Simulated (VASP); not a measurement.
Here is a VASP 6.6.1 calculation.

POSCAR

```
PbS
1.0
    0.0000000000      3.3009775053      3.3957155597
    3.3009775053      0.0000000000      3.3957155597
    3.3009775053      3.3009775053      0.0000000000
Pb S
1 1
Direct
    0.0000000000      0.0000000000      0.0000000000
    0.2500000000      0.2500000000      0.2500000000
```

File INCAR.step1:

```
PREC     = Accurate       # precision mode
ENCUT    = 520            # plane-wave cutoff, eV
EDIFF    = 1E-5           # SCF threshold, eV
ISMEAR   = 0              # smearing method
SIGMA    = 0.01           # smearing width, eV
LREAL    = False          # projectors in reciprocal space
LASPH    = True           # aspherical terms in the spheres
NELM     = 60             # most SCF steps
ALGO     = Normal         # electronic algorithm
ISIF     = 2              # what is computed and relaxed
LWAVE    = True           # write WAVECAR
LCHARG   = False          # write CHGCAR
GGA      = PE             # functional
NBANDS   = 17             # bands
```

Contents of INCAR.step2:

```
PREC     = Accurate       # precision mode
ENCUT    = 520            # plane-wave cutoff, eV
EDIFF    = 1E-6           # SCF threshold, eV
ISMEAR   = 0              # smearing method
SIGMA    = 0.01           # smearing width, eV
LREAL    = False          # projectors in reciprocal space
LASPH    = True           # aspherical terms in the spheres
NELM     = 60             # most SCF steps
ALGO     = Normal         # electronic algorithm
ISIF     = 2              # what is computed and relaxed
LWAVE    = False          # write WAVECAR
LCHARG   = False          # write CHGCAR
GGA      = PE             # functional
LHFCALC  = True           # exact exchange
HFSCREEN = 0.2079         # screening, 1/A
PRECFOCK = Normal       
ISTART   = 1            
NBANDS   = 17             # bands
```

KPOINTS

```
Automatic mesh
0
Gamma
  4 4 4
```

Potentials or basis: VASP PAW PBE potentials, release 64 (Pb_d, S).

The run is started by

```sh
$ cat potpaw_PBE.64/Pb_d/POTCAR potpaw_PBE.64/S/POTCAR > POTCAR
$ cp INCAR.step1 INCAR
$ mpirun -np 1 vasp_std > vasp.out
$ cp INCAR.step2 INCAR
$ mpirun -np 1 vasp_std > vasp.out
```

Task: What does it give for the pressure?

Result: -1.0 GPa.

Task: Predict the band gap on the k mesh.

Result: 1.32 eV (least direct gap 1.83 eV).

Stress tensor (GPa, compression positive):
```
-0.97  0.00  0.00
 0.00 -0.97  0.00
 0.00  0.00 -1.17
```

Caveat: the cell differs from its parent crystal (uniaxial z strain +2.9%); the PAW data sets were made with another functional, which shifts forces and pressure a little; spin-orbit coupling is left out, which moves the levels of the heavy elements. A k mesh can miss the band edges.
